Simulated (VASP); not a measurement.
Crystal: Zr2Si.

```
Zr Si
1.0
     1.78214    1.02892    5.38253
    -1.78214    1.02892    5.38253
     0.00000   -2.05784    5.38253
Zr Si
2 1
Cartesian
  0.0000 0.0000 12.1107
  0.0000 0.0000 4.0369
  0.0000 0.0000 0.0000
```

| Quantity | Value |
| --- | --- |
| Program | VASP 6.6.1 |
| Task | relaxation of cell and atoms |
| Functional | PBE |
| Potentials or basis | VASP PAW PBE potentials, release 64 (Zr_sv, Si) |
| Cutoff | 600 eV |
| k mesh | 6 × 6 × 6 |
| Occupations | gaussian, width 0.1 eV |
| Spin | no spin polarisation |

At the start: pressure 20.7 GPa; volume 19.74 Å³/atom.

Task: Where does the relaxation end?

Result: Over 10 steps the energy falls by 273.5 meV/atom and the volume is 21.71 Å³/atom (+10.0 %); space group R-3m (No. 166, to 0.05 Å).

Step by step:
```
step  energy change (eV)  largest force (eV/Å)  pressure (GPa)  volume (Å³)
   1              0.0000                3.2180           20.66        59.22
   2              0.3692                0.8863          -16.07        83.81
   3             -0.7026                0.5839           -2.74        68.63
   4             -0.7056                0.6843           -1.82        68.06
   5             -0.7058                0.7181           -1.51        67.88
   6             -0.7719                0.5401           -0.64        66.51
   7             -0.8160                0.1169            1.20        64.48
   8             -0.8154                0.2018           -1.39        65.88
   9             -0.8199                0.0377           -0.08        65.15
  10             -0.8205                0.0248           -0.03        65.14
```

Final structure:
```xyz
3
Lattice="1.8795 1.0851 5.3236 -1.8795 1.0851 5.3236 0.0000 -2.1702 5.3236" Properties=species:S:1:pos:R:3 pbc="T T T"
Zr    0.0000    0.0000   12.1308
Zr    0.0000    0.0000    3.8399
Si    0.0000    0.0000    0.0000
```
